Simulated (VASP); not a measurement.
Write the native input for VASP 6.6.1 that does the following.

```
Task                   : single point
Functional             : PBE
Potentials or basis    : VASP PAW PBE potentials, release 64 (Tc_pv, Al)
Cutoff                 : 520 eV
k mesh                 : 4 × 4 × 1
Occupations            : gaussian, width 0.1 eV
Spin                   : no spin polarisation
Dipole correction      : no
Further INCAR settings : ALGO = Normal; EDIFF = 1e-07; NBANDS = 92
```

The structure of AlTc12 lies in POSCAR:

```
AlTc12
1.0
    5.4800000000      0.0000000000      0.0000000000
    2.7400000000      4.7458190000      0.0000000000
    0.0000000000      0.0000000000     15.3949600000
Tc Al
12 1
Direct
    0.0000000000      0.0000000000      0.0649563234
    0.5000000000      0.0000000000      0.0649563234
   -0.0000000527      0.5000001054      0.0649563234
    0.4999999473      0.5000001054      0.0649563234
   -0.1779289764      0.3450546681      0.2028847103
    0.3236849732      0.3430716595      0.1975500424
   -0.1671759142      0.8460638722      0.2022964009
    0.3245776247      0.8478239478      0.2008070823
   -0.0561144457      0.0819734170      0.3505156883
    0.4730326960      0.0498809584      0.3370903854
   -0.0351015725      0.5464677435      0.3477333491
    0.4344381989      0.5470440402      0.3400360897
    0.5406526322      0.7616611590      0.4683015091
```

One way to write it, as run:

INCAR

```
SYSTEM = AlTc12
PREC = Accurate
ENCUT = 520
EDIFF = 1E-7
ISMEAR = 0
SIGMA = 0.1
LREAL = .False.
LASPH = .True.
NELM = 60
ALGO = Normal
ISIF = 2
LWAVE = .False.
LCHARG = .True.
GGA = PE
LELF = .True.
LVHAR = .True.
NBANDS = 92
```

KPOINTS

```
Automatic mesh
0
Gamma
  4 4 1
  0 0 0
```

Potentials or basis: VASP PAW PBE potentials, release 64 (Tc_pv, Al).

Run with:

```sh
$ cat potpaw_PBE.64/Tc_pv/POTCAR potpaw_PBE.64/Al/POTCAR > POTCAR
$ mpirun -np 1 vasp_std > vasp.out
```

Results of the run:

```json
{
  "Largest force": "0.627 eV/Å",
  "Band gap on the k mesh": "zero (an odd number of electrons rules out a gap without spin polarisation)"
}
```

Caveat: there is no dipole correction, which matters where the two faces differ.

Wall time 13 min on 1 thread of Intel(R) Xeon(R) Platinum 8488C (Sapphire Rapids), on a shared host, peak memory 0.59 GiB.
